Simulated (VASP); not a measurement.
# Ti12H (a cell with a defect) in VASP: further runs

Ti12H (a cell with a defect) is run at these levels: PBE+D3(BJ); tasks: single point.

All numbers are computed with VASP 6.6.1; they aren't measurements. Logs are shortened: lines on timing, memory, paths and dates and some standing lists are left out, and cuts for length are marked.

**1. The cell of the first run**

The cell holds a defect, 13 atoms: a = 5.900 Å, b = 8.850 Å, c = 4.685 Å, α = 90.00°, β = 90.00°, γ = 120.00°.

**2. Single point, PBE+D3(BJ)**

INCAR reads:

```
SYSTEM = Ti12H
PREC     = Accurate       ! precision mode
ENCUT    = 520            ! plane-wave cutoff, eV
EDIFF    = 1E-6           ! SCF threshold, eV
ISMEAR   = 0              ! smearing method
SIGMA    = 0.15           ! smearing width, eV
LREAL    = .FALSE.        ! projectors in reciprocal space
LASPH    = .TRUE.         ! aspherical terms in the spheres
NELM     = 100            ! most SCF steps
ALGO     = Normal         ! electronic algorithm
ISIF     = 2              ! what is computed and relaxed
LWAVE    = .FALSE.        ! write WAVECAR
LCHARG   = .FALSE.        ! write CHGCAR
GGA      = PE             ! functional
IVDW     = 12             ! dispersion correction
NBANDS   = 84             ! bands
```

KPOINTS reads:

```
Automatic mesh
0
G
  3 2 4
  0 0 0
```

POSCAR reads:

```
Ti12H
1.0
    5.9000000000      0.0000000000      0.0000000000
   -4.4250000000      7.6643250000      0.0000000000
    0.0000000000      0.0000000000      4.6846000000
Ti H
12 1
Direct
   -0.0049028599     -0.0046497709      0.0089466536
    0.1547797935      0.2157592448      0.4938859153
   -0.0023123507      0.3300360629      0.0011046683
    0.1676049265      0.5546081337      0.4967753062
    0.0059170323      0.6690314923     -0.0022427750
    0.1697176627      0.8892316136      0.5030422307
    0.5023561151     -0.0011613607      0.0056782294
    0.6697953740      0.2172727633      0.4931638954
    0.4978493602      0.3310661764      0.0037254540
    0.6770784376      0.5652384742      0.4868067012
    0.4995115930      0.6669341345      0.0001479470
    0.6638247982      0.8865123966      0.5050620335
    0.5009771176      0.3350954393      0.6063187404
```

Potentials or basis: VASP PAW PBE potentials, release 64 (Ti_sv, H).

On the command line:

```bash
cat potpaw_PBE.64/Ti_sv/POTCAR potpaw_PBE.64/H/POTCAR > POTCAR
mpirun -np 1 vasp_std > vasp.out
```

OUTCAR:

```text
SYSTEM = Ti12H
   PREC = Accurate
   ENCUT = 520
   EDIFF = 1E-6
   ISMEAR = 0
   LREAL = .FALSE.
   LASPH = .TRUE.
   NELM = 100
   ISIF = 2
   GGA = PE
   IVDW = 12
 IVDW          = 12

 ion  position               nearest neighbor table
   1  0.995  0.995  0.009-   2 2.83  12 2.88   6 2.88  12 2.90  11 2.92   6 2.92
   2  0.155  0.216  0.494-  13 1.85   1 2.83   3 2.85   8 2.87   9 2.89  12 2.91   3 2.91
   3  0.998  0.330  0.001-   8 2.85   2 2.85   4 2.89   2 2.91   8 2.91
   4  0.168  0.555  0.497-  11 2.88   3 2.89   5 2.89   5 2.90  11 2.90
   5  0.006  0.669  0.998-  10 2.84   6 2.87   4 2.89   4 2.90   6 2.91
   6  0.170  0.889  0.503-   5 2.87   1 2.88   7 2.88  10 2.89   7 2.90   5 2.91   1 2.92
   7  0.502  0.999  0.006-   8 2.83  12 2.88   6 2.88  12 2.89   6 2.90
   8  0.670  0.217  0.493-  13 1.84   7 2.83   3 2.85   2 2.87   9 2.88   3 2.91  12 2.91
   9  0.498  0.331  0.004-  13 1.86   8 2.88  10 2.89   2 2.89
  10  0.677  0.565  0.487-  13 1.85  11 2.84   5 2.84  12 2.88   6 2.89   9 2.89
  11  0.500  0.667  0.000-  10 2.84  12 2.87   4 2.88  12 2.90   4 2.90   1 2.92
  12  0.664  0.887  0.505-  11 2.87   1 2.88   7 2.88  10 2.88   7 2.89  11 2.90   1 2.90   2 2.91
                             8 2.91
  13  0.501  0.335  0.606-   8 1.84   2 1.85  10 1.85   9 1.86

  LATTYP: Found a simple monoclinic cell.
 ALAT       =     5.9000000000
 B/A-ratio  =     0.7940000000
 C/A-ratio  =     1.3228756849
 COS(beta)  =    -0.1889822323

  Lattice vectors:

 A1 = (   5.9000000000,   0.0000000000,   0.0000000000)
 A2 = (   0.0000000000,   0.0000000000,   4.6846000000)
 A3 = (  -1.4750000000,  -7.6643250000,   0.0000000000)

Analysis of symmetry for initial positions (statically):
=====================================================================
 Subroutine PRICEL returns:
 Original cell was already a primitive cell.

 Routine SETGRP: Setting up the symmetry group for a
 simple monoclinic supercell.

 Subroutine GETGRP returns: Found  1 space group operations
 (whereof  1 operations were pure point group operations)
 out of a pool of  4 trial point group operations.

The static configuration has the point symmetry C_1 .

Analysis of symmetry for dynamics (positions and initial velocities):
=====================================================================
 Subroutine PRICEL returns:
 Original cell was already a primitive cell.

 Routine SETGRP: Setting up the symmetry group for a
 simple monoclinic supercell.

 Subroutine GETGRP returns: Found  1 space group operations
 (whereof  1 operations were pure point group operations)
 out of a pool of  4 trial point group operations.

The dynamic configuration has the point symmetry C_1 .

 Subroutine INISYM returns: Found  1 space group operations
 (whereof  1 operations are pure point group operations),
 and found     1 'primitive' translations

----------------------------------------------------------------------------------------

                                     Primitive cell

  volume of cell :     211.8354

  direct lattice vectors                    reciprocal lattice vectors
     5.900000000  0.000000000  0.000000000     0.169491525  0.097855976  0.000000000
    -4.425000000  7.664325000  0.000000000     0.000000000  0.130474634  0.000000000
     0.000000000  0.000000000  4.684600000     0.000000000  0.000000000  0.213465397

  length of vectors
     5.900000000  8.850000153  4.684600000     0.195711955  0.130474634  0.213465397

  position of ions in fractional coordinates (direct lattice)
     0.995097140  0.995350229  0.008946654
     0.154779793  0.215759245  0.493885915
     0.997687649  0.330036063  0.001104668
     0.167604926  0.554608134  0.496775306
     0.005917032  0.669031492  0.997757225
     0.169717663  0.889231614  0.503042231
     0.502356115  0.998838639  0.005678229
     0.669795374  0.217272763  0.493163895
     0.497849360  0.331066176  0.003725454
     0.677078438  0.565238474  0.486806701
     0.499511593  0.666934135  0.000147947
     0.663824798  0.886512397  0.505062034
     0.500977118  0.335095439  0.606318740

  ion indices of the primitive-cell ions
   primitive index   ion index
                 1           1
[... 50 lines left out ...]
|                                                                             |
 -----------------------------------------------------------------------------

 Subroutine IBZKPT returns following result:
 ===========================================

 Found     14 irreducible k-points:

 Following reciprocal coordinates:
            Coordinates               Weight
  0.000000  0.000000  0.000000      1.000000
  0.333333 -0.000000  0.000000      2.000000
  0.000000  0.500000  0.000000      1.000000
  0.333333  0.500000  0.000000      2.000000
  0.000000  0.000000  0.250000      2.000000
  0.333333 -0.000000  0.250000      2.000000
 -0.333333  0.000000  0.250000      2.000000
  0.000000  0.500000  0.250000      2.000000
  0.333333  0.500000  0.250000      2.000000
 -0.333333  0.500000  0.250000      2.000000
  0.000000  0.000000  0.500000      1.000000
  0.333333 -0.000000  0.500000      2.000000
  0.000000  0.500000  0.500000      1.000000
  0.333333  0.500000  0.500000      2.000000
   k-points           NKPTS =     14   k-points in BZ     NKDIM =     14   number of bands    NBANDS=     84
   number of dos      NEDOS =    301   number of ions     NIONS =     13
   total plane-waves  NPLWV = 120960
   dimension x,y,z NGX =    48 NGY =   70 NGZ =   36
   dimension x,y,z NGXF=    96 NGYF=  140 NGZF=   72
   ions per type =              12   1
   NGX,Y,Z   is equivalent  to a cutoff of  13.53, 13.15, 12.78 a.u.
   NGXF,Y,Z  is equivalent  to a cutoff of  27.05, 26.30, 25.55 a.u.
 SYSTEM =  Ti12H
   PREC   = accura    normal or accurate (medium, high low for compatibility)
   ISTART =      0    job   : 0-new  1-cont  2-samecut
   ICHARG =      2    charge: 1-file 2-atom 10-const
   ISPIN  =      1    spin polarized calculation?
   LNONCOLLINEAR =      F non collinear calculations
   LSORBIT =      F    spin-orbit coupling
   LASPH  =      T    aspherical Exc in radial PAW
   ENCUT  =  520.0 eV  38.22 Ry    6.18 a.u.  10.97 16.46  8.71*2*pi/ulx,y,z
   NELM   =    100;   NELMIN=  2; NELMDL= -5     # of ELM steps
   EDIFF  = 0.1E-05   stopping-criterion for ELM
   LREAL  =      F    real-space projection
   EDIFFG = 0.1E-04   stopping-criterion for IOM
   NSW    =      0    number of steps for IOM
   IBRION =     -1    ionic relax: 0-MD 1-quasi-New 2-CG
   NFREE  =      0    steps in history (QN), initial steepest desc. (CG)
   ISIF   =      2    stress and relaxation
   ISYM   =      2    0-nonsym 1-usesym 2-fastsym
   POTIM  = 0.5000    time-step for ionic-motion
   TEBEG  =    0.0;   TEEND  =   0.0 temperature during run
   PSTRESS=    0.0 pullay stress
   NELECT =     145.0000    total number of electrons
   NUPDOWN=      -1.0000    fix difference up-down
   EMIN   =  10.00;   EMAX   =-10.00  energy-range for DOS
   EFERMI =   0.00;   METHOD = LEGACY
   ISMEAR =     0;   SIGMA  =   0.15  broadening in eV -4-tet -1-fermi 0-gaus
   EFERMI_NEDOS =   21; number of points for ismear=-14 and -15
   IALGO  =     38    algorithm
   IMIX   =      4    mixing-type and parameters
     AMIX     =   0.40;   BMIX     =  1.00
     AMIX_MAG =   1.60;   BMIX_MAG =  1.00
  volume/ion in A,a.u.               =      16.30       109.96
  Fermi-wavevector in a.u.,A,eV,Ry     =   1.442773  2.726446 28.321806  2.081594
  Thomas-Fermi vector in A             =   2.561256
   LORBIT       =      0    0 simple, 1 ext, 2 COOP (PROOUT), +10 PAW based schemes
   GGA     = PE    functional components
   LHFCALC =     F    Hartree Fock is set to
   AEXX    =    0.0000 exact exchange contribution
   IVDW    =    12    specifies the selected vdW correction
   LEPSILON=     F    determine dielectric tensor
   LRPA    =     F    only Hartree local field effects (RPA)
 non-spin polarized calculation
 Gauss-broadening in eV      SIGMA  =   0.15
  energy-cutoff  :      520.00
  volume of cell :      211.84
 maximum number of plane-waves:      5706
 NGX is ok and might be reduce to    48
   NGX = 21   NGY = 33   NGZ = 17

 number of electron     145.0000001 magnetization

 Free energy of the ion-electron system (eV)
  ---------------------------------------------------
  ext. energy  EPLUGINS =         0.00000000
  ---------------------------------------------------
  free energy    TOTEN  =       -97.77074617 eV

  energy without entropy =      -97.54357670  energy(sigma->0) =      -97.65716144

 E-fermi :   8.2673     XC(G=0): -11.4691

 val. band max:        8.2326829973   @ k =  -0.3333   0.5000   0.2500
 cond. band min:       8.2746775025   @ k =   0.0000   0.5000   0.0000
 fundamental gap:      0.0419945052
 Fermi energy:         8.2672784074

 k-point     1 :       0.0000    0.0000    0.0000
  band No.  band energies     occupation
      1     -48.6502      2.00000
      2     -48.5875      2.00000
      3     -48.5653      2.00000
      4     -48.5488      2.00000
      5     -48.5271      2.00000
      6     -48.5204      2.00000
[... 1207 lines left out ...]
     83       8.7288      0.00001
     84       8.7403      0.00001

------------------------ aborting loop because EDIFF is reached ----------------------------------------

 Edisp (eV)   -7.28772

 E8    (eV) :    -3.4285

  FORCE on cell =-STRESS in cart. coord.  units (eV):
  Direction    XX          YY          ZZ          XY          YZ          ZX
  --------------------------------------------------------------------------------------
  -------------------------------------------------------------------------------------
  Total      -7.98891    -8.08523    -6.82236     0.09064    -0.11635    -0.01468
  in kB     -60.42264   -61.15113   -51.59968     0.68554    -0.87999    -0.11105
  external pressure =      -57.72 kB  Pullay stress =        0.00 kB

 VOLUME and BASIS-vectors are now :
 -----------------------------------------------------------------------------
  energy-cutoff  :      520.00
  volume of cell :      211.84
      direct lattice vectors                 reciprocal lattice vectors
     5.900000000  0.000000000  0.000000000     0.169491525  0.097855976  0.000000000
    -4.425000000  7.664325000  0.000000000     0.000000000  0.130474634  0.000000000
     0.000000000  0.000000000  4.684600000     0.000000000  0.000000000  0.213465397

 POSITION                                       TOTAL-FORCE (eV/Angst)
 -----------------------------------------------------------------------------------
      1.46665      7.62869      0.04191        -0.001822     -0.003179      0.001611
     -0.04153      1.65365      2.31366        -0.015661      0.007209     -0.000467
      4.42595      2.52950      0.00517        -0.001544      0.007572     -0.001465
     -1.46527      4.25070      2.32719         0.003455     -0.000727      0.001560
     -2.92555      5.12767      4.67409        -0.001869     -0.003692      0.002655
     -2.93352      6.81536      2.35655        -0.002061     -0.011426     -0.000800
     -1.45596      7.65542      0.02660         0.002646     -0.009961     -0.006611
      2.99036      1.66525      2.31028         0.020868     -0.006324     -0.003005
      1.47234      2.53740      0.01745        -0.003327      0.012007      0.013104
      1.49358      4.33217      2.28049        -0.001919      0.010221     -0.005828
     -0.00407      5.11160      0.00069        -0.000887     -0.001633     -0.000856
     -0.00625      6.79452      2.36601         0.001929     -0.003895     -0.000267
      1.47297      2.56828      2.84036         0.000192      0.003828      0.000368
 -----------------------------------------------------------------------------------
    total drift:                                0.000638     -0.000291      0.000166

  FREE ENERGIE OF THE ION-ELECTRON SYSTEM (eV)
  ---------------------------------------------------
  free  energy   TOTEN  =      -105.0584612813 eV

  energy  without entropy=     -104.8312918073  energy(sigma->0) =     -104.94487654
```

It took 5 min on 1 thread of Intel Xeon Platinum 8488C (Sapphire Rapids), shared host; peak memory 0.43 GiB.

What came out:

| Item | Value |
| --- | --- |
| Free energy | -105.0585 eV |
| Pressure | -5.8 GPa |
| Largest force | 0.022 eV/Å |
| Band gap on the k mesh | zero (an odd number of electrons rules out a gap without spin polarisation) |
| Dispersion energy per atom | -0.561 eV |

Forces in eV/Å, atoms in the order of the input:
```
Ti  -0.002 -0.003  0.002
Ti  -0.016  0.007  0.000
Ti  -0.002  0.008 -0.001
Ti   0.003 -0.001  0.002
Ti  -0.002 -0.004  0.003
Ti  -0.002 -0.011 -0.001
Ti   0.003 -0.010 -0.007
Ti   0.021 -0.006 -0.003
Ti  -0.003  0.012  0.013
Ti  -0.002  0.010 -0.006
Ti  -0.001 -0.002 -0.001
Ti   0.002 -0.004  0.000
H    0.000  0.004  0.000
```

Caveat: the k points lie up to 0.41 Å⁻¹ apart, too coarse for converged energies and pressures of a metal.

**3. Single point, PBE+D3(BJ)**

INCAR reads:

```
SYSTEM = Ti12H
PREC     = Accurate       ! precision mode
ENCUT    = 520            ! plane-wave cutoff, eV
EDIFF    = 1E-7           ! SCF threshold, eV
ISMEAR   = 0              ! smearing method
SIGMA    = 0.15           ! smearing width, eV
LREAL    = .False.        ! projectors in reciprocal space
LASPH    = .True.         ! aspherical terms in the spheres
NELM     = 60             ! most SCF steps
ALGO     = Normal         ! electronic algorithm
ISIF     = 2              ! what is computed and relaxed
LWAVE    = .False.        ! write WAVECAR
LCHARG   = .False.        ! write CHGCAR
GGA      = PE             ! functional
IVDW     = 12             ! dispersion correction
NBANDS   = 84             ! bands
```

KPOINTS reads:

```
Automatic mesh
0
Gamma
  3 2 4
  0 0 0
```

POSCAR reads:

```
Ti12H
1.0
    5.9000000000      0.0000000000      0.0000000000
   -4.4250000000      7.6643250000      0.0000000000
    0.0000000000      0.0000000000      4.6846000000
Ti H
12 1
Direct
   -0.0059164304     -0.0040378829     -0.0088426213
    0.1544844152      0.2164364942      0.5055477862
   -0.0023953308      0.3306394848     -0.0008019221
    0.1663554069      0.5551706001      0.5031554653
    0.0046872958      0.6696855485      0.0023527699
    0.1690101569      0.8898924127      0.4972277957
    0.5014502459     -0.0007875450     -0.0048624775
    0.6699865909      0.2176258955      0.5075391322
    0.4976705552      0.3316070892     -0.0030815937
    0.6758501797      0.5656302179      0.5130507112
    0.4982636989      0.6671595257      0.0002004214
    0.6629006598      0.8868219343      0.4952689005
    0.5010917459      0.3355421651      0.3946333422
```

Potentials or basis: VASP PAW PBE potentials, release 64 (Ti_sv, H).

On the command line:

```bash
cat potpaw_PBE.64/Ti_sv/POTCAR potpaw_PBE.64/H/POTCAR > POTCAR
mpirun -np 1 vasp_std > vasp.out
```

It took 6 min on 1 thread of Intel Xeon Platinum 8488C (Sapphire Rapids), shared host; peak memory 0.43 GiB.

It converged, with:

| Quantity | Value |
| --- | --- |
| Free energy | -105.0584 eV |
| Pressure | -5.8 GPa |
| Largest force | 0.024 eV/Å |
| Band gap on the k mesh | zero (an odd number of electrons rules out a gap without spin polarisation) |
| Dispersion energy per atom | -0.561 eV |

Forces in eV/Å, atoms in the order of the input:
```
Ti   0.001 -0.001 -0.004
Ti  -0.006  0.002  0.013
Ti  -0.006  0.009 -0.002
Ti   0.004 -0.001  0.001
Ti   0.002 -0.007 -0.005
Ti  -0.003 -0.010  0.001
Ti  -0.002 -0.008  0.003
Ti   0.009 -0.008  0.007
Ti   0.002  0.005 -0.022
Ti  -0.001  0.020  0.013
Ti  -0.001  0.006 -0.002
Ti   0.003 -0.003  0.003
H   -0.003 -0.004 -0.006
```

Stress tensor (GPa, compression positive):
```
-6.04  0.06  0.01
 0.06 -6.11  0.09
 0.01  0.09 -5.18
```

Levels at points of the mesh, in eV from the Fermi level:
| k point | band 68 | band 69 | band 70 | band 71 | band 72 | band 73 | band 74 | band 75 | band 76 | band 77 |
| --- | --- | --- | --- | --- | --- | --- | --- | --- | --- | --- |
| (0.00, 0.00, 0.00) | -0.79 | -0.70 | -0.60 | 0.11 | 0.19 | 0.37 | 0.44 | 0.53 | 0.57 | 0.60 |
| (0.00, 0.50, 0.00) | -0.69 | -0.46 | -0.35 | -0.14 | 0.01 | 0.13 | 0.23 | 0.42 | 0.42 | 0.47 |
| (0.00, 0.00, 0.50) | -0.64 | -0.63 | -0.62 | -0.18 | -0.05 | 0.07 | 0.09 | 0.09 | 0.13 | 0.32 |
| (0.00, 0.50, 0.50) | -0.63 | -0.45 | -0.40 | -0.36 | -0.33 | -0.04 | 0.06 | 0.09 | 0.11 | 0.31 |

Caveat: the k points lie up to 0.41 Å⁻¹ apart, too coarse for converged energies and pressures of a metal.

The gap in the log of VASP goes by the Fermi energy; the results here count the filled bands.